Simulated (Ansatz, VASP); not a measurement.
## Two plane-wave programs on SrCl2

File INCAR:

```
SYSTEM = SrCl2
  ALGO = Normal
  EDIFF = 1E-6
  ENCUT = 500
  GGA = PE
  GGA_COMPAT = .FALSE.
  ISIF = 2
  ISMEAR = 0
  LASPH = .TRUE.
  LCHARG = .FALSE.
  LREAL = .FALSE.
  LWAVE = .FALSE.
  NBANDS = 19
  NELM = 120
  PREC = Accurate
  SIGMA = 0.1
```

File KPOINTS:

```
k-points
0
G
  4 4 4
  0 0 0
```

Contents of POSCAR:

```
SrCl2
1.0
    0.0000000000      3.5196423567      3.5196423567
    3.5196423567      0.0000000000      3.5196423567
    3.5196423567      3.5196423567      0.0000000000
Sr Cl
1 2
Direct
    0.5000000000      0.5000000000      0.5000000000
    0.2500000000      0.2500000000      0.2500000000
    0.7500000000      0.7500000000      0.7500000000
```

Input for Ansatz:

```yaml
crystal:
  lattice:
    - [0.0, 3.5196423567, 3.5196423567]
    - [3.5196423567, 0.0, 3.5196423567]
    - [3.5196423567, 3.5196423567, 0.0]
  atoms:
    - { symbol: Sr, position: [0.5, 0.5, 0.5] }
    - { symbol: Cl, position: [0.25, 0.25, 0.25] }
    - { symbol: Cl, position: [0.75, 0.75, 0.75] }
basis:
  ecutwfc: 420
kpoints:
  mp_grid: { grid: [4, 4, 4] }
hamiltonian:
  xc: pbe
scf:
  occupations: { method: gaussian, width: 0.1 }
  lower_state_search: "off"
output:
  forces: true
  stress: true
  eigenvalues: true
```

Alike in both runs: task single point; functional PBE; k mesh 4 × 4 × 4; occupations gaussian, width 0.1 eV; no spin polarisation.

|  | VASP | Ansatz |
| --- | --- | --- |
| version | VASP 6.6.1 | Ansatz 0.2.0 |
| potentials or method | VASP PAW PBE potentials, release 64 (Sr_sv, Cl), cutoff 500 eV | scalar-relativistic, plane waves, PAW |
| valence electrons in the cell | 24 | 24 |

Ansatz gave:

| Quantity | Value |
| --- | --- |
| gap on the k mesh at the Fermi level (eV) | 5.24 |
| least direct gap on the mesh (eV) | 5.52 |
| pressure (GPa) | 0.0 |

Q: Which values does VASP return?

A: gap on the k mesh at the Fermi level (eV): 5.23; least direct gap on the mesh (eV): 5.51; pressure (GPa): 0.1.
